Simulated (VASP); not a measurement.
A run of VASP 6.6.1 is set up as follows.

File INCAR:

```
PREC = Accurate
ENCUT = 520
EDIFF = 1E-7
ISMEAR = 0
SIGMA = 0.02
LREAL = Auto
LASPH = True
NELM = 60
ALGO = Normal
ISIF = 2
LWAVE = False
LCHARG = True
GGA = PE
LELF = True
LVHAR = True
NELECT = 288.0
NBANDS = 168
```

KPOINTS

```
Automatic mesh
0
Gamma
  2 2 2
  0.5 0.5 0.5
```

Contents of POSCAR:

```
Ti12HO24
1.0
    4.6433175426      4.6433175426      0.0000000000
    4.6433175426     -4.6433175426      0.0000000000
    0.0000000000      0.0000000000     -8.8916040199
Ti O H
12 24 1
Direct
    0.5113847755      0.0039087900      0.6591608837
    0.4988707712      0.0172435237      0.3355497303
    0.5112748854      0.0041722570      1.0119604315
    0.0057858933      0.5098480772      0.6672752795
   -0.0142486990      0.4828290379      0.3355934060
    0.0064605605      0.5092965076      1.0038862373
    0.0092903075     -0.0105535817      0.5018282218
    0.0091793770     -0.0111542219      0.1692315062
   -0.0225887080      0.0244883804      0.8355501135
    0.4933778668      0.5104692067      0.5024703880
    0.4940041551      0.5107370087      0.1686755179
    0.5167434763      0.4887137605      0.8355181706
    0.6943978479     -0.0015204785      0.5009227933
    0.6944030265     -0.0014781489      0.1702158733
    0.6881462978      0.0016910040      0.8355806009
    0.1944167042      0.5005664716      0.5026819536
    0.1944390994      0.5005225931      0.1685042428
    0.1956735089      0.5144061273      0.8355822609
    0.4974529217      0.3017208004      0.3355849050
    0.4938719233      0.2963922150      0.0002325094
    0.4938980149      0.2964005637      0.6709032937
    0.9996462666      0.8042488610      0.3356179451
    0.9923880826      0.8056042666      0.0028605134
    0.9922863118      0.8056617830      0.6682952850
    0.4991580806      0.6911824288      0.3355821802
    0.5040376599      0.6907108291      0.0016843234
    0.5040772519      0.6907195834      0.6694696475
    1.0009012928      0.1913676594      0.3356145840
    1.0033677591      0.1950140759      0.0018347784
    1.0033548228      0.1950198570      0.6693109969
    0.3061740067     -0.0053172820      0.5024666825
    0.3061861721     -0.0053177640      0.1686907754
    0.2939883957     -0.0368420138      0.8356019256
    0.8035495943      0.4958003977      0.5023542840
    0.8035205676      0.4957838926      0.1687934357
    0.8051312188      0.4927414317      0.8355805834
    0.2765477638      0.8134990166      0.8357051157
```

Potentials or basis: VASP PAW PBE potentials, release 64 (Ti_sv, O, H).

The run is started by

```console
$ cat potpaw_PBE.64/Ti_sv/POTCAR potpaw_PBE.64/O/POTCAR potpaw_PBE.64/H/POTCAR > POTCAR
$ mpirun -np 1 vasp_std > vasp.out
```

**Question.** Estimate the largest force.

**Answer.** 0.099 eV/Å.

Forces in eV/Å, atoms in the order of the input:
```
Ti  -0.036 -0.023 -0.070
Ti  -0.034  0.033  0.005
Ti  -0.036 -0.020  0.066
Ti  -0.027  0.006 -0.016
Ti   0.045 -0.002 -0.001
Ti  -0.032  0.003  0.010
Ti   0.004 -0.029 -0.008
Ti  -0.002 -0.030  0.014
Ti  -0.015  0.046  0.000
Ti  -0.011  0.035 -0.019
Ti  -0.019  0.032  0.023
Ti  -0.020 -0.030 -0.008
O    0.051  0.051  0.029
O    0.049  0.053 -0.029
O   -0.007  0.004  0.001
O    0.014  0.013  0.025
O    0.014  0.014 -0.026
O    0.040  0.023  0.002
O    0.015 -0.011 -0.002
O    0.005 -0.001 -0.022
O    0.002  0.000  0.023
O   -0.051  0.047  0.002
O   -0.008  0.010  0.026
O   -0.006  0.011 -0.025
O    0.050 -0.046 -0.001
O    0.031 -0.036  0.019
O    0.030 -0.037 -0.016
O   -0.001 -0.003  0.001
O    0.037 -0.033 -0.038
O    0.038 -0.034  0.037
O   -0.023 -0.016  0.006
O   -0.024 -0.018 -0.009
O    0.050 -0.035  0.000
O   -0.030 -0.025 -0.011
O   -0.027 -0.024  0.009
O    0.010  0.008  0.001
H   -0.076  0.064  0.001
```

Caveat: the cell carries a net charge on a neutralising background, which shifts energy and pressure; the cell differs from its parent crystal (with an interstitial atom, then relaxed in part).
